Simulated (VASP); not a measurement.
# AlN (P6_3/mmc) in VASP: a series of runs, part 2 of 2

VASP 6.6.1. Earlier steps stand in the parts before.

## Step 4: Single point, BLYP

INCAR

```
SYSTEM = AlN
AGGAC = 1.0
AGGAX = 1.0
ALDAC = 0.0
ALDAX = 1.0
ALGO = Normal
EDIFF = 1E-7
ENCUT = 520
GGA = B5
ISIF = 2
ISMEAR = 0
LASPH = .TRUE.
LCHARG = .FALSE.
LREAL = .FALSE.
LWAVE = .FALSE.
NBANDS = 16
NELM = 60
PREC = Accurate
SIGMA = 0.01
```

KPOINTS

```
k-points
0
G
  12 12 6
  0 0 0
```

POSCAR

```
AlN
1.0
    3.3121157400      0.0000000000      0.0000000000
   -1.6560578700      2.8683763700      0.0000000000
    0.0000000000      0.0000000000      4.1875630000
Al N
2 2
Direct
    0.3333333285      0.6666666690      0.7500000000
    0.6666666715      0.3333333310      0.2500000000
    0.3333333285      0.6666666690      0.2500000000
    0.6666666715      0.3333333310      0.7500000000
```

Potentials or basis: VASP PAW PBE potentials, release 64 (Al, N).

Command:

```bash
> cat potpaw_PBE.64/Al/POTCAR potpaw_PBE.64/N/POTCAR > POTCAR
> mpirun -np 1 vasp_std > vasp.out
```

OUTCAR:

```text
SYSTEM = AlN
   EDIFF = 1E-7
   ENCUT = 520
   GGA = B5
   ISIF = 2
   ISMEAR = 0
   LASPH = .TRUE.
   LREAL = .FALSE.
   NELM = 60
   PREC = Accurate

 ion  position               nearest neighbor table
   1  0.333  0.667  0.750-   4 1.91   4 1.91   4 1.91   3 2.09   3 2.09   2 2.84   2 2.84   2 2.84
                             2 2.84   2 2.84   2 2.84
   2  0.667  0.333  0.250-   3 1.91   3 1.91   3 1.91   4 2.09   4 2.09   1 2.84   1 2.84   1 2.84
                             1 2.84   1 2.84   1 2.84
   3  0.333  0.667  0.250-   2 1.91   2 1.91   2 1.91   1 2.09   1 2.09
   4  0.667  0.333  0.750-   1 1.91   1 1.91   1 1.91   2 2.09   2 2.09

  LATTYP: Found a hexagonal cell.
 ALAT       =     3.3121157400
 C/A-ratio  =     1.2643166268

  Lattice vectors:

 A1 = (   3.3121157400,   0.0000000000,   0.0000000000)
 A2 = (  -1.6560578700,   2.8683763700,   0.0000000000)
 A3 = (   0.0000000000,   0.0000000000,   4.1875630000)

Analysis of symmetry for initial positions (statically):
=====================================================================
 Subroutine PRICEL returns:
 Original cell was already a primitive cell.

 Routine SETGRP: Setting up the symmetry group for a
 hexagonal supercell.

 Subroutine GETGRP returns: Found 24 space group operations
 (whereof 12 operations were pure point group operations)
 out of a pool of 24 trial point group operations.

The static configuration has the point symmetry D_3d.
 The point group associated with its full space group is D_6h.

Analysis of symmetry for dynamics (positions and initial velocities):
=====================================================================
 Subroutine PRICEL returns:
 Original cell was already a primitive cell.

 Routine SETGRP: Setting up the symmetry group for a
 hexagonal supercell.

 Subroutine GETGRP returns: Found 24 space group operations
 (whereof 12 operations were pure point group operations)
 out of a pool of 24 trial point group operations.

[... 121 lines left out ...]
   EFERMI_NEDOS =   21; number of points for ismear=-14 and -15
   IALGO  =     38    algorithm
   IMIX   =      4    mixing-type and parameters
     AMIX     =   0.40;   BMIX     =  1.00
     AMIX_MAG =   1.60;   BMIX_MAG =  1.00
  volume/ion in A,a.u.               =       9.95        67.12
  Fermi-wavevector in a.u.,A,eV,Ry     =   1.208409  2.283561 19.867928  1.460251
  Thomas-Fermi vector in A             =   2.344017
   LORBIT       =      0    0 simple, 1 ext, 2 COOP (PROOUT), +10 PAW based schemes
   GGA     = B5    functional components
   LHFCALC =     F    Hartree Fock is set to
   AEXX    =    0.0000 exact exchange contribution
   IVDW    =     0    specifies the selected vdW correction
   LEPSILON=     F    determine dielectric tensor
   LRPA    =     F    only Hartree local field effects (RPA)
 non-spin polarized calculation
 Gauss-broadening in eV      SIGMA  =   0.01
  energy-cutoff  :      520.00
  volume of cell :       39.78
 maximum number of plane-waves:      1090
 NGX is ok and might be reduce to    28
   NGX = 13   NGY = 13   NGZ = 15

 number of electron      15.9999999 magnetization

 Free energy of the ion-electron system (eV)
  ---------------------------------------------------
  ext. energy  EPLUGINS =         0.00000000
  ---------------------------------------------------
  free energy    TOTEN  =       -27.22694362 eV

  energy without entropy =      -27.22694362  energy(sigma->0) =      -27.22694362

 E-fermi :   8.4362     XC(G=0): -10.5285

 val. band max:        8.3417342167   @ k =   0.0000   0.0000   0.0000
 cond. band min:      11.9053051343   @ k =   0.0000   0.0000   0.0000
 fundamental gap:      3.5635709176
 Fermi energy:         8.4361984309

 k-point     1 :       0.0000    0.0000    0.0000
  band No.  band energies     occupation
      1      -8.3117      2.00000
      2      -4.7437      2.00000
      3       1.6399      2.00000
      4       5.1328      2.00000
      5       5.1328      2.00000
      6       6.7622      2.00000
[... 433 lines left out ...]
      3       1.9034      2.00000
      4       3.5846      2.00000
      5       4.3171      2.00000
      6       4.3613      2.00000
[... 8 lines left out ...]
     15      20.1845      0.00000
     16      21.1190      0.00000

 [... further k-points ...]
[... 5 lines left out ...]
  --------------------------------------------------------------------------------------
  -------------------------------------------------------------------------------------
  Total        0.8078615      0.8078615      1.1808342      0.0000000      0.0000000      0.0000000
  in kB       32.5345255     32.5345255     47.5550336      0.0000000      0.0000000      0.0000000
  external PRESSURE =      37.5413615 kB  Pullay stress =       0.0000000 kB

 VOLUME and BASIS-vectors are now :
 -----------------------------------------------------------------------------
  energy-cutoff  :      520.00
  volume of cell :       39.78
      direct lattice vectors                 reciprocal lattice vectors
     3.312115740  0.000000000  0.000000000     0.301921816  0.174314642  0.000000000
    -1.656057870  2.868376370  0.000000000     0.000000000  0.348629284  0.000000000
     0.000000000  0.000000000  4.187563000     0.000000000  0.000000000  0.238802377

 POSITION                                       TOTAL-FORCE (eV/Angst)
 -----------------------------------------------------------------------------------
     -0.00000      1.91225      3.14067        -0.000000     -0.000000      0.000000
      1.65606      0.95613      1.04689         0.000000      0.000000      0.000000
     -0.00000      1.91225      1.04689         0.000000      0.000000      0.000000
      1.65606      0.95613      3.14067        -0.000000      0.000000      0.000000
 -----------------------------------------------------------------------------------
    total drift:                               -0.000001      0.000000      0.000000

  FREE ENERGIE OF THE ION-ELECTRON SYSTEM (eV)
  ---------------------------------------------------
  free  energy   TOTEN  =       -27.2269436165 eV

  energy  without entropy=      -27.2269436165  energy(sigma->0) =      -27.22694362
```

OSZICAR:

```text
N       E                     dE             d eps       ncg     rms          rms(c)
DAV:   1     0.432631937200E+02    0.43263E+02   -0.74326E+03  2432   0.902E+02
DAV:   2    -0.292801611694E+02   -0.72543E+02   -0.66659E+02  3560   0.188E+02
DAV:   3    -0.326405709239E+02   -0.33604E+01   -0.33492E+01  2848   0.417E+01
DAV:   4    -0.326621556950E+02   -0.21585E-01   -0.21582E-01  3008   0.374E+00
DAV:   5    -0.326624700157E+02   -0.31432E-03   -0.31432E-03  2872   0.459E-01    0.127E+01
DAV:   6    -0.272215479672E+02    0.54409E+01   -0.11710E+01  3128   0.254E+01    0.368E+00
DAV:   7    -0.272487125872E+02   -0.27165E-01   -0.87447E-01  2704   0.655E+00    0.285E+00
DAV:   8    -0.272364021081E+02    0.12310E-01   -0.11994E-01  2576   0.305E+00    0.900E-01
DAV:   9    -0.272264749066E+02    0.99272E-02   -0.21094E-02  3136   0.117E+00    0.293E-01
DAV:  10    -0.272270625689E+02   -0.58766E-03   -0.35387E-03  2712   0.402E-01    0.166E-01
DAV:  11    -0.272269443181E+02    0.11825E-03   -0.23438E-04  2848   0.126E-01    0.435E-02
DAV:  12    -0.272269440035E+02    0.31466E-06   -0.15083E-05  2936   0.301E-02    0.729E-03
DAV:  13    -0.272269435972E+02    0.40628E-06   -0.26473E-06  3048   0.122E-02    0.363E-03
DAV:  14    -0.272269436165E+02   -0.19354E-07   -0.20595E-07  2312   0.428E-03
   1 F= -.27226944E+02 E0= -.27226944E+02  d E =-.115000E-43
```

stdout:

```text
POSCAR found type information on POSCAR AlN
 POSCAR found :  2 types and       4 ions
 scaLAPACK will be used
 -----------------------------------------------------------------------------
|                                                                             |
|                                                                             |
|     You enforced a specific xc type in the INCAR file but a different       |
|     I HOPE YOU KNOW WHAT YOU ARE DOING!                                     |
|                                                                             |
 -----------------------------------------------------------------------------

 LDA part: xc-table for (Slater(with rela. corr.)+VWN5), standard interpolation
 POSCAR, INCAR and KPOINTS ok, starting setup
 FFT: planning ... GRIDC
 FFT: planning ... GRID_SOFT
 FFT: planning ... GRID
 WAVECAR not read
 entering main loop
```

Run time: 36 s. Hardware: 1 thread of Intel Xeon Platinum 8488C (Sapphire Rapids), shared host; peak memory 0.18 GiB.

Results:

```
Free energy            : -27.2269 eV
Pressure               : 3.8 GPa
Band gap on the k mesh : 3.56 eV, direct
```

Stress tensor (GPa, compression positive):
```
3.25 0.00 0.00
0.00 3.25 0.00
0.00 0.00 4.76
```

Levels at points of the mesh, in eV from the valence-band top:
```tsv
k point	band 6	band 7	band 8	band 9	band 10	band 11
(0.00, 0.00, 0.00)	-1.58	-1.58	0.00	3.56	4.49	8.40
(0.50, 0.00, 0.00)	-4.26	-2.78	-1.45	4.11	7.22	7.57
(0.00, 0.00, 0.50)	-2.43	-2.43	-2.43	5.86	5.86	8.60
(0.50, 0.00, 0.50)	-3.18	-1.67	-1.67	5.34	5.34	9.41
```

Caveat: the PAW data sets were made with another functional, which shifts forces and pressure a little. A k mesh can miss the band edges.

## Step 5: The runs side by side

```tsv
level	potentials or basis	gap on the mesh (eV)	pressure (GPa)
PBEsol	VASP PAW PBE potentials, release 64 (Al, N)	3.19	-3.5
LDA	VASP PAW LDA potentials, release 64 (Al, N)	3.29	-8.2
BLYP	VASP PAW PBE potentials, release 64 (Al, N)	3.56	3.8
```

Alike in all rows: task single point; no spin polarisation; cell as given; k mesh 12 × 12 × 6; cutoff (eV) 520; smearing gaussian 0.01 eV.

Caveats: the PAW data sets were made with another functional, which shifts forces and pressure a little (some runs).

Total energies depend on the potentials used, so only differences within one code and one set of settings carry meaning.
